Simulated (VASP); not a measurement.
# LiCl in VASP: a series of runs

LiCl is run at these levels: r2SCAN; tasks: single point.

All numbers are computed with VASP 6.6.1; they aren't measurements. Logs are shortened: lines on timing, memory, paths and dates and some standing lists are left out, and cuts for length are marked.

### Step 1. The cell of the first run

The cell holds a wire or tube with vacuum around it, 2 atoms: a = 11.100 Å, b = 9.300 Å, c = 4.348 Å, α = 90.00°, β = 90.00°, γ = 90.00°.

### Step 2. Single point, r2SCAN, collinear spin

The input, POSCAR:

```
LiCl
1.0
   11.1000000000      0.0000000000      0.0000000000
    0.0000000000      9.3000000000      0.0000000000
    0.0000000000      0.0000000000      4.3480538461
Li Cl
1 1
Direct
    0.5000384186      0.5000000000      0.0000000000
    0.4999615814      0.5000000000      0.5000000000
```

The input, INCAR.step1:

```
SYSTEM = LiCl
PREC = Accurate
ENCUT = 520
ISMEAR = 0
SIGMA = 0.05
LREAL = .False.
LASPH = .True.
NELM = 150
ISPIN = 2
MAGMOM = 0.5 0.5
NBANDS = 16
GGA = PE
ALGO = Normal
EDIFF = 1E-4
LWAVE = .True.
LCHARG = .False.
```

The input, INCAR.step2:

```
SYSTEM = LiCl
PREC = Accurate
ENCUT = 520
EDIFF = 1E-6
ISMEAR = 0
SIGMA = 0.05
LREAL = .False.
LASPH = .True.
NELM = 150
ALGO = Normal
ISIF = 2
LWAVE = .False.
LCHARG = .False.
ISPIN = 2
MAGMOM = 0.5 0.5
LORBIT = 11
METAGGA = R2SCAN
LMIXTAU = .True.
NBANDS = 16
ISTART = 1
```

The input, KPOINTS:

```
Automatic mesh
0
Gamma
  1 1 26
  0 0 0
```

Potentials or basis: VASP PAW PBE potentials, release 64 (Li_sv, Cl).

Started as:

```bash
$ cat potpaw_PBE.64/Li_sv/POTCAR potpaw_PBE.64/Cl/POTCAR > POTCAR
$ cp INCAR.step1 INCAR
$ mpirun -np 1 vasp_std > vasp.out
$ cp INCAR.step2 INCAR
$ mpirun -np 1 vasp_std > vasp.out
```

OUTCAR:

```text
SYSTEM = LiCl
   PREC = Accurate
   ENCUT = 520
   EDIFF = 1E-6
   ISMEAR = 0
   LREAL = .False.
   LASPH = .True.
   NELM = 150
   ISIF = 2
   ISPIN = 2
   LORBIT = 11
   METAGGA = R2SCAN
   ISTART = 1

 ion  position               nearest neighbor table
   1  0.500  0.500  0.000-   2 2.17   2 2.17
   2  0.500  0.500  0.500-   1 2.17   1 2.17

  LATTYP: Found a simple orthorhombic cell.
 ALAT       =     4.3480538461
 B/A-ratio  =     2.1388879552
 C/A-ratio  =     2.5528662691

  Lattice vectors:

 A1 = (   0.0000000000,   0.0000000000,  -4.3480538461)
 A2 = (   0.0000000000,   9.3000000000,   0.0000000000)
 A3 = (  11.1000000000,   0.0000000000,   0.0000000000)

Analysis of symmetry for initial positions (statically):
=====================================================================
 Subroutine PRICEL returns:
 Original cell was already a primitive cell.

 Routine SETGRP: Setting up the symmetry group for a
 simple orthorhombic supercell.

 Subroutine GETGRP returns: Found  4 space group operations
 (whereof  4 operations were pure point group operations)
 out of a pool of  8 trial point group operations.

The static configuration has the point symmetry C_2v.

Analysis of symmetry for dynamics (positions and initial velocities):
=====================================================================
 Subroutine PRICEL returns:
 Original cell was already a primitive cell.

 Routine SETGRP: Setting up the symmetry group for a
 simple orthorhombic supercell.

 Subroutine GETGRP returns: Found  4 space group operations
 (whereof  4 operations were pure point group operations)
 out of a pool of  8 trial point group operations.

The dynamic configuration has the point symmetry C_2v.

Analysis of structural, dynamic, and magnetic symmetry:
=====================================================================
 Subroutine PRICEL returns:
 Original cell was already a primitive cell.

 Routine SETGRP: Setting up the symmetry group for a
 simple orthorhombic supercell.

 Subroutine GETGRP returns: Found  4 space group operations
 (whereof  4 operations were pure point group operations)
 out of a pool of  8 trial point group operations.

The overall configuration has the point symmetry C_2v.

 Subroutine INISYM returns: Found  4 space group operations
 (whereof  4 operations are pure point group operations),
 and found     1 'primitive' translations

----------------------------------------------------------------------------------------

                                     Primitive cell

  volume of cell :     448.8496

  direct lattice vectors                    reciprocal lattice vectors
    11.100000000  0.000000000  0.000000000     0.090090090  0.000000000  0.000000000
     0.000000000  9.300000000  0.000000000     0.000000000  0.107526882  0.000000000
     0.000000000  0.000000000  4.348053846     0.000000000  0.000000000  0.229987952

  length of vectors
    11.100000000  9.300000000  4.348053846     0.090090090  0.107526882  0.229987952

  position of ions in fractional coordinates (direct lattice)
     0.500038419  0.500000000  0.000000000
     0.499961581  0.500000000  0.500000000

  ion indices of the primitive-cell ions
   primitive index   ion index
                 1           1
                 2           2

----------------------------------------------------------------------------------------

 KPOINTS: Automatic mesh

Automatic generation of k-mesh.
 Grid dimensions read from file:
 generate k-points for:    1    1   26

 Generating k-lattice:

  Cartesian coordinates                     Fractional coordinates (reciprocal lattice)
     0.090090090  0.000000000  0.000000000     1.000000000  0.000000000  0.000000000
     0.000000000  0.107526882  0.000000000     0.000000000  1.000000000  0.000000000
     0.000000000  0.000000000  0.008845690     0.000000000  0.000000000  0.038461538

  Length of vectors
     0.090090090  0.107526882  0.008845690

  Shift w.r.t. Gamma in fractional coordinates (k-lattice)
     0.000000000  0.000000000  0.000000000

 Subroutine IBZKPT returns following result:
 ===========================================

 Found     14 irreducible k-points:

 Following reciprocal coordinates:
            Coordinates               Weight
  0.000000  0.000000  0.000000      1.000000
  0.000000  0.000000  0.038462      2.000000
  0.000000  0.000000  0.076923      2.000000
  0.000000  0.000000  0.115385      2.000000
  0.000000  0.000000  0.153846      2.000000
  0.000000  0.000000  0.192308      2.000000
  0.000000  0.000000  0.230769      2.000000
  0.000000  0.000000  0.269231      2.000000
  0.000000  0.000000  0.307692      2.000000
  0.000000  0.000000  0.346154      2.000000
  0.000000  0.000000  0.384615      2.000000
  0.000000  0.000000  0.423077      2.000000
  0.000000  0.000000  0.461538      2.000000
  0.000000  0.000000  0.500000      1.000000
   k-points           NKPTS =     14   k-points in BZ     NKDIM =     14   number of bands    NBANDS=     16
   number of dos      NEDOS =    301   number of ions     NIONS =      2
   total plane-waves  NPLWV = 188160
   dimension x,y,z NGX =    84 NGY =   70 NGZ =   32
   dimension x,y,z NGXF=   168 NGYF=  140 NGZF=   64
   ions per type =               1   1
   NGX,Y,Z   is equivalent  to a cutoff of  12.58, 12.51, 12.24 a.u.
   NGXF,Y,Z  is equivalent  to a cutoff of  25.16, 25.03, 24.47 a.u.
 SYSTEM =  LiCl
   PREC   = accura    normal or accurate (medium, high low for compatibility)
   ISTART =      1    job   : 0-new  1-cont  2-samecut
   ICHARG =      0    charge: 1-file 2-atom 10-const
   ISPIN  =      2    spin polarized calculation?
   LNONCOLLINEAR =      F non collinear calculations
   LSORBIT =      F    spin-orbit coupling
   LASPH  =      T    aspherical Exc in radial PAW
   ENCUT  =  520.0 eV  38.22 Ry    6.18 a.u.  20.64 17.29  8.08*2*pi/ulx,y,z
   NELM   =    150;   NELMIN=  2; NELMDL=  0     # of ELM steps
   EDIFF  = 0.1E-05   stopping-criterion for ELM
   LREAL  =      F    real-space projection
   EDIFFG = 0.1E-04   stopping-criterion for IOM
   NSW    =      0    number of steps for IOM
   IBRION =     -1    ionic relax: 0-MD 1-quasi-New 2-CG
   NFREE  =      0    steps in history (QN), initial steepest desc. (CG)
   ISIF   =      2    stress and relaxation
   ISYM   =      2    0-nonsym 1-usesym 2-fastsym
   POTIM  = 0.5000    time-step for ionic-motion
   TEBEG  =    0.0;   TEEND  =   0.0 temperature during run
   PSTRESS=    0.0 pullay stress
   NELECT =      10.0000    total number of electrons
   NUPDOWN=      -1.0000    fix difference up-down
   EMIN   =  10.00;   EMAX   =-10.00  energy-range for DOS
   EFERMI =   0.00;   METHOD = LEGACY
   ISMEAR =     0;   SIGMA  =   0.05  broadening in eV -4-tet -1-fermi 0-gaus
   EFERMI_NEDOS =   21; number of points for ismear=-14 and -15
   IALGO  =     38    algorithm
   IMIX   =      4    mixing-type and parameters
     AMIX     =   0.40;   BMIX     =  1.00
     AMIX_MAG =   1.60;   BMIX_MAG =  1.00
  volume/ion in A,a.u.               =     224.42      1514.49
  Fermi-wavevector in a.u.,A,eV,Ry     =   0.460654  0.870509  2.887181  0.212202
  Thomas-Fermi vector in A             =   1.447242
   LORBIT       =     11    0 simple, 1 ext, 2 COOP (PROOUT), +10 PAW based schemes
   METAGGA = R2SCAN    functional components
   LHFCALC =     F    Hartree Fock is set to
   AEXX    =    0.0000 exact exchange contribution
   IVDW    =     0    specifies the selected vdW correction
   LEPSILON=     F    determine dielectric tensor
   LRPA    =     F    only Hartree local field effects (RPA)
 spin polarized calculation
 Gauss-broadening in eV      SIGMA  =   0.05
  energy-cutoff  :      520.00
  volume of cell :      448.85
 maximum number of plane-waves:     12150
 NGX is ok and might be reduce to    84
   NGX = 41   NGY = 35   NGZ = 17

 number of electron       9.9999992 magnetization      -0.0000000

 number of electron       9.9999992 magnetization       0.0000000

 Free energy of the ion-electron system (eV)
  ---------------------------------------------------
  ext. energy  EPLUGINS =         0.00000000
  ---------------------------------------------------
  free energy    TOTEN  =       -11.75340583 eV

  energy without entropy =      -11.75340583  energy(sigma->0) =      -11.75340583

 E-fermi :  -6.5332     XC(G=0):  -1.1331

 val. band max:       -6.8631452465   @ k =   0.0000   0.0000   0.5000
 cond. band min:      -0.1281993629   @ k =   0.0000   0.0000   0.0000
 fundamental gap:      6.7349458836
 Fermi energy:        -6.5331533169

 spin component 1

 k-point     1 :       0.0000    0.0000    0.0000
  band No.  band energies     occupation
      1     -51.8466      1.00000
      2     -19.4048      1.00000
      3      -8.0954      1.00000
      4      -7.0341      1.00000
      5      -7.0337      1.00000
      6      -0.1264      0.00000
[... 8 lines left out ...]
     15       4.4745      0.00000
     16       4.6543      0.00000
[... 229 lines left out ...]
 k-point    14 :       0.0000    0.0000    0.5000
  band No.  band energies     occupation
      1     -51.8462      1.00000
      2     -19.4699      1.00000
      3      -7.8669      1.00000
      4      -6.8634      1.00000
      5      -6.8631      1.00000
      6       1.3713      0.00000
[... 8 lines left out ...]
     15       4.0873      0.00000
     16       4.1747      0.00000
 Fermi energy:        -6.5331533169

 spin component 2

 k-point     1 :       0.0000    0.0000    0.0000
  band No.  band energies     occupation
      1     -51.8466      1.00000
      2     -19.4048      1.00000
      3      -8.0954      1.00000
      4      -7.0341      1.00000
      5      -7.0337      1.00000
      6      -0.1282      0.00000
[... 8 lines left out ...]
     15       4.4737      0.00000
     16       4.6491      0.00000
[... 229 lines left out ...]
 k-point    14 :       0.0000    0.0000    0.5000
  band No.  band energies     occupation
      1     -51.8462      1.00000
      2     -19.4699      1.00000
      3      -7.8670      1.00000
      4      -6.8634      1.00000
      5      -6.8631      1.00000
      6       1.3708      0.00000
[... 8 lines left out ...]
     15       4.0841      0.00000
     16       4.1705      0.00000

------------------------ aborting loop because EDIFF is reached ----------------------------------------

  FORCE on cell =-STRESS in cart. coord.  units (eV):
  Direction    XX          YY          ZZ          XY          YZ          ZX
  --------------------------------------------------------------------------------------
  -------------------------------------------------------------------------------------
  Total       -0.0289057     -0.0443919     -0.0168010      0.0000000      0.0000000      0.0000000
  in kB       -0.1031795     -0.1584579     -0.0599714      0.0000000      0.0000000      0.0000000
  external PRESSURE =      -0.1072029 kB  Pullay stress =       0.0000000 kB

 VOLUME and BASIS-vectors are now :
 -----------------------------------------------------------------------------
  energy-cutoff  :      520.00
  volume of cell :      448.85
      direct lattice vectors                 reciprocal lattice vectors
    11.100000000  0.000000000  0.000000000     0.090090090  0.000000000  0.000000000
     0.000000000  9.300000000  0.000000000     0.000000000  0.107526882  0.000000000
     0.000000000  0.000000000  4.348053846     0.000000000  0.000000000  0.229987952

 POSITION                                       TOTAL-FORCE (eV/Angst)
 -----------------------------------------------------------------------------------
      5.55043      4.65000      0.00000        -0.002430      0.000000      0.000000
      5.54957      4.65000      2.17403         0.002430      0.000000      0.000000
 -----------------------------------------------------------------------------------
    total drift:                               -0.004295      0.000000     -0.000000

  FREE ENERGIE OF THE ION-ELECTRON SYSTEM (eV)
  ---------------------------------------------------
  free  energy   TOTEN  =       -11.7534058272 eV

  energy  without entropy=      -11.7534058272  energy(sigma->0) =      -11.75340583

 total charge

# of ion       s       p       d       tot
------------------------------------------
    1        2.013   0.015   0.000   2.028
    2        1.591   3.633   0.000   5.224
--------------------------------------------------
tot          3.604   3.648   0.000   7.252

 magnetization (x)

# of ion       s       p       d       tot
------------------------------------------
    1       -0.000   0.000   0.000  -0.000
    2        0.000   0.000   0.000   0.000
--------------------------------------------------
tot          0.000   0.000   0.000   0.000
```

It took 6.6 min on 1 thread of Intel Xeon 6975P-C (Granite Rapids), shared host; peak memory 0.77 GiB.

Results:

```
Free energy                                           : -11.7534 eV
Band gap on the k mesh                                : 6.73 eV (least direct gap 6.91 eV)
Net moment                                            : 0.00 μB per cell
Valence electrons inside the program's atomic spheres : Li 2.03; Cl 5.22
```

Forces on the atoms (eV/Å):
```
Li  -0.002  0.000  0.000
Cl   0.002  0.000  0.000
```

Levels at points of the mesh, in eV from the valence-band top:
Spin up:
```csv
k point,band 3,band 4,band 5,band 6,band 7,band 8
"(0.00, 0.00, 0.00)",-1.23,-0.17,-0.17,6.74,8.18,8.21
"(0.00, 0.00, 0.50)",-1.00,0.00,0.00,8.23,8.29,8.79
```
Spin down:
```
           k point  band 3  band 4  band 5  band 6  band 7  band 8
(0.00, 0.00, 0.00)   -1.23   -0.17   -0.17    6.73    8.18    8.21
(0.00, 0.00, 0.50)   -1.00    0.00    0.00    8.23    8.29    8.79
```

Caveat: the cutoff is under 1.25 times the usual one of these potentials, so pressure, stress and relaxed cells hold a basis-set (Pulay) error; the PAW data sets were made with another functional, which shifts forces and pressure a little.

### Step 3. Single point, r2SCAN, collinear spin

This run uses another cell than the first one.

The input, POSCAR:

```
LiCl
1.0
   10.0000000000      0.0000000000      0.0000000000
    0.0000000000      9.3000000000      0.0000000000
    0.0000000000      0.0000000000      4.3507400382
Li Cl
1 1
Direct
    0.5006614546      0.5000000000      0.0000000000
    0.4993385454      0.5000000000      0.5000000000
```

The input, INCAR.step1:

```
SYSTEM = LiCl
PREC = Accurate
ENCUT = 520
ISMEAR = 0
SIGMA = 0.05
LREAL = .FALSE.
LASPH = .TRUE.
NELM = 150
ISPIN = 2
MAGMOM = 0.5 0.5
NBANDS = 16
GGA = PE
ALGO = Normal
EDIFF = 1E-4
LWAVE = .TRUE.
LCHARG = .FALSE.
```

The input, INCAR.step2:

```
SYSTEM = LiCl
PREC = Accurate
ENCUT = 520
EDIFF = 1E-7
ISMEAR = 0
SIGMA = 0.05
LREAL = .FALSE.
LASPH = .TRUE.
NELM = 150
ALGO = Normal
ISIF = 2
LWAVE = .FALSE.
LCHARG = .FALSE.
ISPIN = 2
MAGMOM = 0.5 0.5
LORBIT = 11
METAGGA = R2SCAN
LMIXTAU = .TRUE.
NBANDS = 16
ISTART = 1
```

The input, KPOINTS:

```
Automatic mesh
0
G
  1 1 16
  0 0 0
```

Potentials or basis: VASP PAW PBE potentials, release 64 (Li_sv, Cl).

Started as:

```bash
$ cat potpaw_PBE.64/Li_sv/POTCAR potpaw_PBE.64/Cl/POTCAR > POTCAR
$ cp INCAR.step1 INCAR
$ mpirun -np 1 vasp_std > vasp.out
$ cp INCAR.step2 INCAR
$ mpirun -np 1 vasp_std > vasp.out
```

Run time: 14 min. Hardware: 1 thread of Oxide Virtual Turin-like, shared host; peak memory 0.64 GiB.

Results (log left out):

```yaml
Free_energy: -11.7532 eV
Largest_force: 0.007 eV/Å
Band_gap_on_the_k_mesh: 6.70 eV (least direct gap 6.87 eV)
Net_moment: 0.00 μB per cell
Valence_electrons_inside_the_program's_atomic_spheres: Li 2.03; Cl 5.22
```

Forces on the atoms (eV/Å):
```
Li  -0.007  0.000  0.000
Cl   0.007  0.000  0.000
```

Levels at points of the mesh, in eV from the valence-band top:
Spin up:
```csv
k point,band 1,band 2,band 3,band 4,band 5,band 6,band 7,band 8,band 9,band 10
"(0.00, 0.00, 0.00)",-44.99,-12.54,-1.23,-0.17,-0.17,6.70,8.37,8.44,8.57,8.67
"(0.00, 0.00, 0.50)",-44.99,-12.61,-1.00,0.00,0.00,8.25,8.28,8.75,9.02,10.49
```
Spin down:
| k point | band 3 | band 4 | band 5 | band 6 | band 7 | band 8 |
| --- | --- | --- | --- | --- | --- | --- |
| (0.00, 0.00, 0.00) | -1.23 | -0.17 | -0.17 | 6.70 | 8.37 | 8.44 |
| (0.00, 0.00, 0.50) | -1.00 | 0.00 | 0.00 | 8.25 | 8.28 | 8.75 |

Caveat: the cutoff is under 1.25 times the usual one of these potentials, so pressure, stress and relaxed cells hold a basis-set (Pulay) error; the PAW data sets were made with another functional, which shifts forces and pressure a little.
